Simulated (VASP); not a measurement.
Wanted: the native input for a VASP 6.6.1 run.

| Item | Value |
| --- | --- |
| Task | single point |
| Functional | PBE |
| Potentials or basis | VASP PAW PBE potentials, release 64 (Ga_d, Fe, C, N) |
| Cutoff | 520 eV |
| k mesh | 4 × 4 × 4 |
| Occupations | gaussian, width 0.1 eV |
| Spin | collinear spin, ferromagnetic start |
| Starting moments | [0.0, 4.0, 0.0, 0.0, 0.0, 0.0, 0.0, 0.0, 0.0, 0.0] μB |
| Dipole correction | no |
| Further INCAR settings | ALGO = Normal; EDIFF = 1e-06; NBANDS = 44 |

The structure of GaFeC4N4 lies in POSCAR:

```
GaFeC4N4
1.0
    5.8843539400      0.0000000000      0.0000000000
    0.0000000000      5.8843539400      0.0000000000
    0.0000000000      0.0000000000      5.8843539400
Ga Fe C N
1 1 4 4
Direct
    0.0000000000      0.0000000000      0.0000000000
    0.5000000000      0.5000000000      0.5000000000
    0.1860282600      0.1860282600      0.1860282600
    0.1860282600      0.8139717400      0.8139717400
    0.8139717400      0.1860282600      0.8139717400
    0.8139717400      0.8139717400      0.1860282600
    0.3008241800      0.3008241800      0.3008241800
    0.3008241800      0.6991758200      0.6991758200
    0.6991758200      0.3008241800      0.6991758200
    0.6991758200      0.6991758200      0.3008241800
```

One way to write it, as run:

INCAR

```
SYSTEM = GaFeC4N4
PREC     = Accurate       ! precision mode
ENCUT    = 520            ! plane-wave cutoff, eV
EDIFF    = 1E-6           ! SCF threshold, eV
ISMEAR   = 0              ! smearing method
SIGMA    = 0.1            ! smearing width, eV
LREAL    = .False.        ! projectors in reciprocal space
LASPH    = .True.         ! aspherical terms in the spheres
NELM     = 150            ! most SCF steps
ALGO     = Normal         ! electronic algorithm
ISIF     = 2              ! what is computed and relaxed
LWAVE    = .False.        ! write WAVECAR
LCHARG   = .False.        ! write CHGCAR
ISPIN    = 2              ! spin polarisation
MAGMOM   = 0 4 0 0 0 0 0 0 0 0 ! initial moments
LORBIT   = 11             ! projections on sites
LMAXMIX  = 4              ! l up to which the mixer works
GGA      = PE             ! functional
NBANDS   = 44             ! bands
```

KPOINTS

```
regular mesh
0
Gamma
  4 4 4
  0 0 0
```

Potentials or basis: VASP PAW PBE potentials, release 64 (Ga_d, Fe, C, N).

Launch:

```bash
$ cat potpaw_PBE.64/Ga_d/POTCAR potpaw_PBE.64/Fe/POTCAR potpaw_PBE.64/C/POTCAR potpaw_PBE.64/N/POTCAR > POTCAR
$ mpirun -np 1 vasp_std > vasp.out
```

It gave:

* Pressure: 0.6 GPa
* Largest force: 1.183 eV/Å
* Band gap on the k mesh: 0.53 eV (least direct gap 0.72 eV)
* Net moment: 3.00 μB per cell
* Site moments: Ga -0.00; Fe +2.79; C +0.01; N -0.00 μB
* Valence electrons inside the program's atomic spheres: Ga 12.08; Fe 6.92; C 2.64; N 3.85

Caveat: semilocal functionals underestimate gaps, and a narrow one can read as zero; a cell with one magnetic atom can't hold antiferromagnetic order, which such compounds often take; forces of over 1 eV/Å act on the atoms, so gaps and moduli don't describe the material at rest.

Wall time 3.3 min on 1 thread of Intel(R) Xeon(R) Platinum 8488C (Sapphire Rapids) (shared host), peak memory 0.47 GiB.
